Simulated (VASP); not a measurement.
# Zn: single point with PBE

Zn:

```xyz
1
Lattice="2.6359 0.0000 0.0000 0.0000 2.6359 0.0000 0.0000 0.0000 2.6169" Properties=species:S:1:pos:R:3 pbc="T T T"
Zn    0.0000    0.0000    0.0000
```

```yaml
Program: VASP 6.6.1
Task: single point
Functional: PBE
Potentials_or_basis: VASP PAW PBE potentials, release 64 (Zn)
Cutoff: 520 eV
k_mesh: 22 × 22 × 20
Occupations: gaussian, width 0.1 eV
Spin: no spin polarisation
```

```yaml
Pressure: 0.4 GPa
Band_gap_on_the_k_mesh: zero (band 6 reaches 7.23 eV, above the bottom of band 7 at -0.99 eV)
```

Levels at points of the mesh, in eV from the Fermi level:
```tsv
k point	band 2	band 3	band 4	band 5	band 6	band 7	band 8	band 9	band 10	band 11
(0.00, 0.00, 0.00)	-7.88	-7.87	-6.73	-6.72	-6.72	12.12	12.12	12.45	15.05	15.23
(0.50, 0.00, 0.00)	-7.67	-7.06	-7.05	-6.70	-2.92	-2.75	16.53	16.87	19.19	19.51
(0.50, 0.50, 0.00)	-7.59	-6.99	-6.99	-6.47	1.38	1.38	2.42	6.13	21.71	23.69
(0.00, 0.00, 0.50)	-7.64	-7.07	-7.07	-6.70	-2.80	-2.72	16.65	16.65	19.16	19.32
(0.50, 0.00, 0.50)	-7.55	-7.01	-7.00	-6.45	1.40	1.48	2.54	6.19	21.47	23.44
(0.50, 0.50, 0.50)	-7.62	-7.60	-6.45	-6.43	5.47	5.55	5.55	9.47	10.64	10.64
```

It took 100 s on 1 thread of Intel(R) Xeon(R) Platinum 8259CL CPU @ 2.50GHz (Skylake/Cascade Lake) (shared host), peak memory 0.27 GiB.
